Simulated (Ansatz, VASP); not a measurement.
## NbAs: VASP beside Ansatz

INCAR

```
SYSTEM = NbAs
PREC = Accurate
ENCUT = 520
EDIFF = 1E-7
ISMEAR = -1
SIGMA = 0.05
LREAL = .False.
LASPH = .True.
NELM = 100
ALGO = Normal
ISIF = 2
LWAVE = .False.
LCHARG = .True.
LELF = .True.
LVHAR = .True.
NBANDS = 26
```

The input KPOINTS:

```
Automatic mesh
0
Gamma
  11 11 11
  0 0 0
```

POSCAR

```
NbAs
1.0
   -1.7258500000      1.7258500000      5.8400000000
    1.7258500000     -1.7258500000      5.8400000000
    1.7258500000      1.7258500000     -5.8400000000
Nb As
2 2
Direct
    0.5000000000      0.0000000000      0.5000000000
    0.7500000000      0.7500000000      0.0000000000
    0.9160000000      0.4160000000      0.5000000000
    0.1660000000      0.1660000000      0.0000000000
```

File input.yaml:

```yaml
crystal:
  lattice:
    - [-1.72585, 1.72585, 5.84]
    - [1.72585, -1.72585, 5.84]
    - [1.72585, 1.72585, -5.84]
  atoms:
    - { symbol: Nb, position: [0.5, 0.0, 0.5] }
    - { symbol: Nb, position: [0.75, 0.75, 0.0] }
    - { symbol: As, position: [0.916, 0.416, 0.5] }
    - { symbol: As, position: [0.166, 0.166, 0.0] }
kpoints:
  mp_grid: { grid: [11, 11, 11] }
scf:
  occupations: { method: fermi_dirac, width: 0.05 }
hamiltonian:
  xc: lda
  pseudopotentials: { kind: all_electron, lapw: { basis_error: 0.002 } }
output:
  forces: true
  stress: true
  eigenvalues: true
```

Alike in both runs: task single point; functional LDA; k mesh 11 × 11 × 11; occupations fermi-dirac, width 0.05 eV; no spin polarisation.

|  | VASP | Ansatz |
| --- | --- | --- |
| version | VASP 6.6.1 | Ansatz 0.2.0 |
| potentials or method | VASP PAW LDA potentials, release 64 (Nb_sv, As), cutoff 520 eV | all-electron LAPW, scalar-relativistic |

Ansatz gave:

```
gap on the k mesh at the Fermi level (eV)                     : none
pressure (GPa)                                                : -5.5
traceless stress, the component that is largest in VASP (GPa) : 1.03
rms of the force components (eV/Å)                            : 0.159
```

Problem. Which values does VASP return?

Solution. gap on the k mesh at the Fermi level (eV): none; pressure (GPa): -5.2; traceless stress, the component that is largest in VASP (GPa): 0.97; rms of the force components (eV/Å): 0.161.

LDA's correlation is that of Perdew and Zunger in VASP and of Perdew and Wang (1992) in Ansatz. Atom by atom the forces differ by 0.002 eV/Å (rms over components). A gap of «none» marks a metal or a gap that the smearing closes. Ansatz ran all-electron here, and VASP with PAW potentials.
